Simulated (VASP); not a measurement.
# AlAs5 (P-62m) in VASP: notebook

Runs on AlAs5. Level: PBE. Tasks: relaxation of cell and atoms, single point.

All numbers are computed with VASP 6.6.1; they aren't measurements. Logs are shortened: lines on timing, memory, paths and dates and some standing lists are left out, and cuts for length are marked.

## 1. The cell of the first run

The structure is hexagonal, space group P-62m (No. 189). Conventional cell: a = 5.269 Å, b = 5.269 Å, c = 4.809 Å, α = 90.00°, β = 90.00°, γ = 120.00°. Al (site symmetry -62m) has 12 As at 2.84 to 3.04 Å within 3.7 Å. Within 3.4 Å of As (site symmetry m2m) lie 10 As at 2.61 to 3.28 Å and 2 Al at 2.84 Å. Within 4.2 Å of As (site symmetry -6) lie 15 As at 3.04 to 4.16 Å and 3 Al at 3.04 Å.

The cell was built from a structure type or drawn by symmetry, and may not be a known phase.

## 2. Relaxation of cell and atoms, PBE

INCAR

```
SYSTEM = AlAs5
ALGO = Normal
EDIFF = 1E-6
EDIFFG = -0.04
ENCUT = 600
GGA = PE
IBRION = 2
ISIF = 3
ISMEAR = 0
LASPH = .True.
LCHARG = .False.
LREAL = .False.
LWAVE = .False.
NELM = 100
NSW = 90
PREC = Accurate
SIGMA = 0.1
```

KPOINTS

```
k-points
0
Gamma
  6 6 4
  0 0 0
```

POSCAR

```
AlAs5
1.0
    5.2688656386      0.0000000000      0.0000000000
   -2.6344328193      4.5629714922      0.0000000000
    0.0000000000      0.0000000000      4.8090668466
Al As
1 5
Direct
    0.0000000000      0.0000000000      0.5000000000
    0.0000000000      0.2855101412      0.0000000000
    0.7144898588      0.7144898588      0.0000000000
    0.2855101412      0.0000000000      0.0000000000
    0.6666666667      0.3333333333      0.5000000000
    0.3333333333      0.6666666667      0.5000000000
```

Potentials or basis: VASP PAW PBE potentials, release 64 (Al, As).

The run is started by

```sh
$ cat potpaw_PBE.64/Al/POTCAR potpaw_PBE.64/As/POTCAR > POTCAR
$ mpirun -np 1 vasp_std > vasp.out
```

OUTCAR:

```text
SYSTEM = AlAs5
   EDIFF = 1E-6
   EDIFFG = -0.04
   ENCUT = 600
   GGA = PE
   IBRION = 2
   ISIF = 3
   ISMEAR = 0
   LASPH = .True.
   LREAL = .False.
   NELM = 100
   NSW = 90
   PREC = Accurate

 ion  position               nearest neighbor table
   1  0.000  0.000  0.500-   4 2.84   4 2.84   2 2.84   2 2.84   3 2.84   3 2.84   6 3.04   5 3.04
                             5 3.04   6 3.04   5 3.04   6 3.04
   2  0.000  0.286  0.000-   4 2.61   3 2.61   1 2.84   1 2.84
   3  0.714  0.714  0.000-   4 2.61   2 2.61   1 2.84   1 2.84
   4  0.286  0.000  0.000-   2 2.61   3 2.61   1 2.84   1 2.84
   5  0.667  0.333  0.500-   1 3.04   1 3.04   1 3.04
   6  0.333  0.667  0.500-   1 3.04   1 3.04   1 3.04

  LATTYP: Found a hexagonal cell.
 ALAT       =     5.2688656386
 C/A-ratio  =     0.9127328682

  Lattice vectors:

 A1 = (   5.2688656386,   0.0000000000,   0.0000000000)
 A2 = (  -2.6344328193,   4.5629714922,   0.0000000000)
 A3 = (   0.0000000000,   0.0000000000,   4.8090668466)

Analysis of symmetry for initial positions (statically):
=====================================================================
 Subroutine PRICEL returns:
 Original cell was already a primitive cell.

 Routine SETGRP: Setting up the symmetry group for a
 hexagonal supercell.

 Subroutine GETGRP returns: Found 12 space group operations
 (whereof 12 operations were pure point group operations)
 out of a pool of 24 trial point group operations.

The static configuration has the point symmetry D_3h.

Analysis of symmetry for dynamics (positions and initial velocities):
=====================================================================
 Subroutine PRICEL returns:
 Original cell was already a primitive cell.

 Routine SETGRP: Setting up the symmetry group for a
 hexagonal supercell.

 Subroutine GETGRP returns: Found 12 space group operations
 (whereof 12 operations were pure point group operations)
 out of a pool of 24 trial point group operations.

The dynamic configuration has the point symmetry D_3h.

 Subroutine INISYM returns: Found 12 space group operations
 (whereof 12 operations are pure point group operations),
 and found     1 'primitive' translations

----------------------------------------------------------------------------------------

                                     Primitive cell

  volume of cell :     115.6181

  direct lattice vectors                    reciprocal lattice vectors
     5.268865639  0.000000000  0.000000000     0.189794174  0.109577717  0.000000000
    -2.634432819  4.562971492  0.000000000     0.000000000  0.219155435  0.000000000
     0.000000000  0.000000000  4.809066847     0.000000000  0.000000000  0.207940549
[... 94 lines left out ...]
   ISIF   =      3    stress and relaxation
   ISYM   =      2    0-nonsym 1-usesym 2-fastsym
   POTIM  = 0.5000    time-step for ionic-motion
   TEBEG  =    0.0;   TEEND  =   0.0 temperature during run
   PSTRESS=    0.0 pullay stress
   NELECT =      28.0000    total number of electrons
   NUPDOWN=      -1.0000    fix difference up-down
   EMIN   =  10.00;   EMAX   =-10.00  energy-range for DOS
   EFERMI =   0.00;   METHOD = LEGACY
   ISMEAR =     0;   SIGMA  =   0.10  broadening in eV -4-tet -1-fermi 0-gaus
   EFERMI_NEDOS =   21; number of points for ismear=-14 and -15
   IALGO  =     38    algorithm
   IMIX   =      4    mixing-type and parameters
     AMIX     =   0.40;   BMIX     =  1.00
     AMIX_MAG =   1.60;   BMIX_MAG =  1.00
  volume/ion in A,a.u.               =      19.27       130.04
  Fermi-wavevector in a.u.,A,eV,Ry     =   1.020436  1.928344 14.167595  1.041289
  Thomas-Fermi vector in A             =   2.154005
   LORBIT       =      0    0 simple, 1 ext, 2 COOP (PROOUT), +10 PAW based schemes
   GGA     = PE    functional components
   LHFCALC =     F    Hartree Fock is set to
   AEXX    =    0.0000 exact exchange contribution
   IVDW    =     0    specifies the selected vdW correction
   LEPSILON=     F    determine dielectric tensor
   LRPA    =     F    only Hartree local field effects (RPA)
 conjugate gradient relaxation of ions
 non-spin polarized calculation
 Gauss-broadening in eV      SIGMA  =   0.10
  energy-cutoff  :      600.00
  volume of cell :      115.62
 maximum number of plane-waves:      3873
   NGX = 21   NGY = 21   NGZ = 19

--------------------------------------- Ionic step        1  -------------------------------------------

 number of electron      28.0000001 magnetization

 Free energy of the ion-electron system (eV)
  ---------------------------------------------------
  ext. energy  EPLUGINS =         0.00000000
  ---------------------------------------------------
  free energy    TOTEN  =       -25.00154490 eV

  energy without entropy =      -24.98203942  energy(sigma->0) =      -24.99179216

------------------------ aborting loop because EDIFF is reached ----------------------------------------

  FORCE on cell =-STRESS in cart. coord.  units (eV):
  Direction    XX          YY          ZZ          XY          YZ          ZX
  --------------------------------------------------------------------------------------
  -------------------------------------------------------------------------------------
  Total        0.3236512      0.3236512      1.6188065      0.0000000      0.0000000      0.0000000
  in kB        4.4849969      4.4849969     22.4326108      0.0000000      0.0000000      0.0000000
  external PRESSURE =      10.4675349 kB  Pullay stress =       0.0000000 kB
[... 101 lines left out ...]
  FREE ENERGIE OF THE ION-ELECTRON SYSTEM (eV)
  ---------------------------------------------------
  free  energy   TOTEN  =       -25.0193202492 eV

  energy  without entropy=      -24.9983955100  energy(sigma->0) =      -25.00885788

[... ionic steps 4 to 10 ...]

--------------------------------------- Ionic step       11  -------------------------------------------

 number of electron      28.0000003 magnetization

------------------------ aborting loop because EDIFF is reached ----------------------------------------
[... 75 lines left out ...]
--------------------------------------- Ionic step       13  -------------------------------------------

 number of electron      28.0000003 magnetization

 Free energy of the ion-electron system (eV)
  ---------------------------------------------------
  ext. energy  EPLUGINS =         0.00000000
  ---------------------------------------------------
  free energy    TOTEN  =       -25.05750508 eV

  energy without entropy =      -25.04453411  energy(sigma->0) =      -25.05101960

 E-fermi :   5.9931     XC(G=0): -10.3786

 val. band max:        5.9668462146   @ k =   0.3333   0.1667   0.5000
 cond. band min:       6.0432637090   @ k =   0.3333   0.0000   0.5000
 fundamental gap:      0.0764174945
 Fermi energy:         5.9931157572

 k-point     1 :       0.0000    0.0000    0.0000
  band No.  band energies     occupation
      1      -8.5290      2.00000
      2      -5.2484      2.00000
      3      -3.0001      2.00000
      4      -3.0001      2.00000
      5      -2.8795      2.00000
      6      -0.1571      2.00000
[... 463 lines left out ...]
  FREE ENERGIE OF THE ION-ELECTRON SYSTEM (eV)
  ---------------------------------------------------
  free  energy   TOTEN  =       -25.0575050829 eV

  energy  without entropy=      -25.0445341092  energy(sigma->0) =      -25.05101960

 reached required accuracy - stopping structural energy minimisation
```

CONTCAR:

```text
AlAs5
   1.00000000000000
     5.1697484025992493    0.0000000000000000    0.0000000000000000
    -2.5848742012996246    4.4771334478678835   -0.0000000000000000
    -0.0000000000000000    0.0000000000000000    5.1230263596962438
  Al              As
     1     5
Direct
     0.0000000000000000    0.0000000000000000    0.5000000000000000
     0.9999999999999998    0.2852999225555268    0.0000000000000000
     0.7147000774444727    0.7147000774444729    0.0000000000000000
     0.2852999225555274    0.0000000000000000    0.0000000000000000
     0.6666666667000030    0.3333333332999970    0.5000000000000000
     0.3333333332999970    0.6666666667000030    0.5000000000000000

  0.00000000E+00  0.00000000E+00  0.00000000E+00
  0.00000000E+00  0.00000000E+00  0.00000000E+00
  0.00000000E+00  0.00000000E+00  0.00000000E+00
  0.00000000E+00  0.00000000E+00  0.00000000E+00
  0.00000000E+00  0.00000000E+00  0.00000000E+00
  0.00000000E+00  0.00000000E+00  0.00000000E+00
```

Wall time 5.1 min (1 thread of Intel Xeon Platinum 8488C (Sapphire Rapids), shared host); peak memory 0.27 GiB.

Results:

| Property | Result |
| --- | --- |
| Free energy | -25.0575 eV |
| Relaxed volume | 19.76 Å³/atom |
| Relaxed cell | a = 5.170 Å, b = 5.170 Å, c = 5.123 Å, α = 90.00°, β = 90.00°, γ = 120.00° |
| Space group after relaxing (to 0.1 Å) | P-62m (No. 189) |
| Energy gained by relaxing | 9.3 meV/atom |
| Ionic steps | 13 |
| Pressure after relaxing | 0.1 GPa |
| Largest force after relaxing | 0.037 eV/Å |

Forces in eV/Å, atoms in the order of the input:
```
Al   0.000  0.000  0.000
As  -0.018  0.032  0.000
As  -0.018 -0.032  0.000
As   0.037  0.000  0.000
As   0.000  0.000  0.000
As   0.000  0.000  0.000
```

Stress tensor (GPa, compression positive):
```
 0.19  0.00  0.00
 0.00  0.19  0.00
 0.00  0.00 -0.13
```

Step by step:
| step | energy change (eV) | largest force (eV/Å) | pressure (GPa) | volume (Å³) |
| --- | --- | --- | --- | --- |
| 1 | 0.0000 | 0.1072 | 1.05 | 115.62 |
| 2 | -0.0158 | 0.1355 | -0.11 | 117.73 |
| 3 | -0.0178 | 0.1506 | -0.69 | 118.92 |
| 4 | -0.0281 | 0.0441 | -0.05 | 118.74 |
| 5 | -0.0300 | 0.3036 | 0.76 | 118.53 |
| 6 | -0.0305 | 0.2084 | 0.48 | 118.61 |
| 7 | -0.0389 | 0.2642 | 0.42 | 119.08 |
| 8 | -0.0305 | 0.3939 | 0.22 | 120.43 |
| 9 | -0.0430 | 0.3149 | 0.31 | 119.58 |
| 10 | -0.0498 | 0.1426 | -0.38 | 120.23 |
| 11 | -0.0503 | 0.0845 | -0.62 | 120.46 |
| 12 | -0.0541 | 0.0615 | -0.33 | 119.66 |
| 13 | -0.0560 | 0.0366 | 0.09 | 118.58 |

Final structure:
```xyz
6
Lattice="5.1697 0.0000 0.0000 -2.5849 4.4771 0.0000 0.0000 0.0000 5.1230" Properties=species:S:1:pos:R:3 pbc="T T T"
Al    0.0000    0.0000    2.5615
As    4.4323    1.2773    0.0000
As    1.8474    3.1998    0.0000
As    1.4749    0.0000    0.0000
As    2.5849    1.4924    2.5615
As    0.0000    2.9848    2.5615
```

Caveat: the highest band is partly filled, so the run has too few bands.

## 3. Single point, PBE

This run uses another cell than the first one, of 19.59 Å³/atom.

INCAR

```
SYSTEM = AlAs5
PREC = Accurate
ENCUT = 520
EDIFF = 1E-7
ISMEAR = 0
SIGMA = 0.1
LREAL = .FALSE.
LASPH = .TRUE.
NELM = 100
ALGO = Normal
ISIF = 2
LWAVE = .FALSE.
LCHARG = .FALSE.
GGA = PE
NBANDS = 23
```

KPOINTS

```
Automatic mesh
0
G
  12 12 8
  0 0 0
```

POSCAR

```
AlAs5
1.0
    5.1665374152      0.0000000000      0.0000000000
   -2.5832687076      4.4743526512      0.0000000000
    0.0000000000      0.0000000000      5.0854043676
Al As
1 5
Direct
    0.0000000000      0.0000000000      0.5000000000
    0.0000000000      0.2866861774      0.0000000000
    0.7133138226      0.7133138226      0.0000000000
    0.2866861774      0.0000000000      0.0000000000
    0.6666666667      0.3333333333      0.5000000000
    0.3333333333      0.6666666667      0.5000000000
```

Potentials or basis: VASP PAW PBE potentials, release 64 (Al, As).

The run is started by

```sh
$ cat potpaw_PBE.64/Al/POTCAR potpaw_PBE.64/As/POTCAR > POTCAR
$ mpirun -np 1 vasp_std > vasp.out
```

It took 3.2 min on 1 thread of Intel Xeon Platinum 8488C (Sapphire Rapids), shared host; peak memory 0.37 GiB.

It converged, with:

| Quantity | Value |
| --- | --- |
| Free energy | -25.1183 eV |
| Pressure | 0.1 GPa |
| Largest force | 0.047 eV/Å |
| Band gap on the k mesh | zero (bands 14 and 15 overlap by 2.93 eV) |

Forces in eV/Å, atoms in the order of the input:
```
Al   0.000  0.000  0.000
As  -0.024  0.041  0.000
As  -0.024 -0.041  0.000
As   0.047  0.000  0.000
As   0.000  0.000  0.000
As   0.000  0.000  0.000
```

Stress tensor (GPa, compression positive):
```
0.18 0.00 0.00
0.00 0.18 0.00
0.00 0.00 0.03
```

Levels at points of the mesh, in eV from the Fermi level:
```csv
k point,band 11,band 12,band 13,band 14,band 15,band 16,band 17,band 18
"(0.00, 0.00, 0.00)",-1.87,-1.24,-0.89,-0.84,-0.84,-0.56,-0.56,-0.16
"(0.50, 0.00, 0.00)",-1.93,-1.73,-1.24,-0.43,0.11,1.00,1.20,2.51
"(0.00, 0.00, 0.50)",-3.61,-3.09,-2.77,-2.77,-0.50,0.38,3.25,3.25
"(0.50, 0.00, 0.50)",-1.11,-0.53,-0.28,0.88,0.96,1.07,1.83,1.99
```

## 4. Relaxation of cell and atoms, PBE

This run uses another cell than the first one, of 19.75 Å³/atom.

INCAR

```
SYSTEM = AlAs5
PREC = Accurate
ENCUT = 600
EDIFF = 1E-7
ISMEAR = 0
SIGMA = 0.1
LREAL = .False.
LASPH = .True.
NELM = 60
ALGO = Normal
ISIF = 3
LWAVE = .False.
LCHARG = .False.
GGA = PE
IBRION = 2
NSW = 100
EDIFFG = -0.01
```

KPOINTS

```
regular mesh
0
Gamma
  12 12 8
  0 0 0
```

POSCAR

```
AlAs5
1.0
    5.1749316219      0.0000000000      0.0000000000
   -2.5874658110      4.4816222474      0.0000000000
    0.0000000000      0.0000000000      5.1103309591
Al As
1 5
Direct
    0.0000000000      0.0000000000      0.5000000000
    0.0000000000      0.2850243988      0.0000000000
    0.7149756012      0.7149756012      0.0000000000
    0.2850243988      0.0000000000      0.0000000000
    0.6666666667      0.3333333333      0.5000000000
    0.3333333333      0.6666666667      0.5000000000
```

The run is started by

```sh
$ cat potpaw_PBE.64/Al/POTCAR potpaw_PBE.64/As/POTCAR > POTCAR
$ mpirun -np 1 vasp_std > vasp.out
```

Wall time 10 min (1 thread of Intel Xeon Platinum 8488C (Sapphire Rapids), shared host); peak memory 0.43 GiB.

Results (log left out):

```
Free energy                           : -25.1188 eV
Relaxed volume                        : 19.60 Å³/atom
Relaxed cell                          : a = 5.170 Å, b = 5.170 Å, c = 5.079 Å, α = 90.00°, β = 90.00°, γ = 120.00°
Space group after relaxing (to 0.1 Å) : P-62m (No. 189)
Energy gained by relaxing             : 0.5 meV/atom
Ionic steps                           : 5
Pressure after relaxing               : 0.0 GPa
Largest force after relaxing          : 0.004 eV/Å
```

Forces in eV/Å, atoms in the order of the input:
```
Al   0.000  0.000  0.000
As  -0.002  0.003  0.000
As  -0.002 -0.003  0.000
As   0.004  0.000  0.000
As   0.000  0.000  0.000
As   0.000  0.000  0.000
```

Step by step:
```csv
step,energy change (eV),largest force (eV/Å),pressure (GPa),volume (Å³)
1,0.0000,0.0944,-0.20,118.52
2,-0.0017,0.0623,-0.09,118.10
3,-0.0027,0.0172,0.08,117.48
4,-0.0027,0.0087,-0.08,117.67
5,-0.0027,0.0037,-0.01,117.58
```

Final structure:
```
Al As
1.0
     5.17024    0.00000    0.00000
    -2.58512    4.47756    0.00000
     0.00000    0.00000    5.07888
Al As
1 5
Direct
  0.00000 0.00000 0.50000
  0.00000 0.28736 0.00000
  0.71264 0.71264 0.00000
  0.28736 0.00000 0.00000
  0.66667 0.33333 0.50000
  0.33333 0.66667 0.50000
```

Levels at points of the mesh, in eV from the Fermi level:
```
           k point  band 11  band 12  band 13  band 14  band 15  band 16  band 17  band 18
(0.00, 0.00, 0.00)    -1.87    -1.22    -0.91    -0.82    -0.82    -0.57    -0.57    -0.17
(0.50, 0.00, 0.00)    -1.94    -1.74    -1.25    -0.45     0.11     0.98     1.19     2.51
(0.00, 0.00, 0.50)    -3.61    -3.12    -2.77    -2.77    -0.48     0.39     3.26     3.26
(0.50, 0.00, 0.50)    -1.12    -0.52    -0.25     0.87     0.95     1.08     1.83     1.98
```

Caveat: the highest band is partly filled, so the run has too few bands.

## 5. The runs side by side

```tsv
task	cell	k mesh	cutoff (eV)	pressure (GPa)	relaxed volume (Å³/atom)	largest force (eV/Å)
relaxation of cell and atoms	relaxed from a = 5.269, b = 5.269, c = 4.809 Å, angles 90.0, 90.0, 120.0°, 6 atoms	6 × 6 × 4	600	0.1	19.76	0.04
single point	a = 5.167, b = 5.167, c = 5.085 Å, angles 90.0, 90.0, 120.0°, 6 atoms	12 × 12 × 8	520	0.1	-	0.05
relaxation of cell and atoms	relaxed from a = 5.175, b = 5.175, c = 5.110 Å, angles 90.0, 90.0, 120.0°, 6 atoms	12 × 12 × 8	600	0.0	19.60	-
```

Alike in all rows: level PBE; potentials or basis VASP PAW PBE potentials, release 64 (Al, As); no spin polarisation; smearing gaussian 0.1 eV.

Caveats: the highest band is partly filled, so the run has too few bands (at least some runs).

Total energies depend on the potentials used, so only differences within one code and one set of settings carry meaning.
